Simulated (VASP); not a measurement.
Here is a VASP 6.6.1 calculation.

The input INCAR:

```
ALGO = Normal ; DIPOL = 0.5 0.5 0.328
EDIFF = 1E-7 ; ENCUT = 520
GGA = PE ; IDIPOL = 3
ISIF = 2 ; ISMEAR = 0
IVDW = 12 ; LASPH = True
LCHARG = True ; LDIPOL = True
LELF = True ; LREAL = False
LVACPOTAV = True ; LVHAR = True
LWAVE = False ; NBANDS = 36
NELM = 60 ; PREC = Accurate
SIGMA = 0.1
```

KPOINTS

```
k-points
0
Gamma
  7 7 1
```

Contents of POSCAR:

```
Ge4H
1.0
    4.0303587907      0.0000000000      0.0000000000
    0.0000000000      4.0303587907      0.0000000000
    0.0000000000      0.0000000000     21.6416627718
Ge H
4 1
Direct
    0.0000000000      0.5000000000      0.1848286817
    0.0000000000      0.0000000000      0.2506714513
    0.5000000000      0.0000000000      0.3196569899
    0.5000000000      0.5000000000      0.3854446333
    0.7500000000      0.6250000000      0.5009625594
```

Potentials or basis: VASP PAW PBE potentials, release 64 (Ge_d, H).

Launch:

```sh
$ cat potpaw_PBE.64/Ge_d/POTCAR potpaw_PBE.64/H/POTCAR > POTCAR
$ mpirun -np 1 vasp_std > vasp.out
```

Task: Predict the dispersion energy per atom.

Result: -0.180 eV.

Task: Estimate the band gap on the k mesh.

Result: Zero (an odd number of electrons rules out a gap without spin polarisation).

Forces in eV/Å, atoms in the order of the input:
```
Ge  -0.051  0.015 -0.231
Ge   0.123  0.057  0.260
Ge   0.013 -0.128  0.152
Ge   0.344  0.394  1.263
H   -0.428 -0.338 -1.444
```
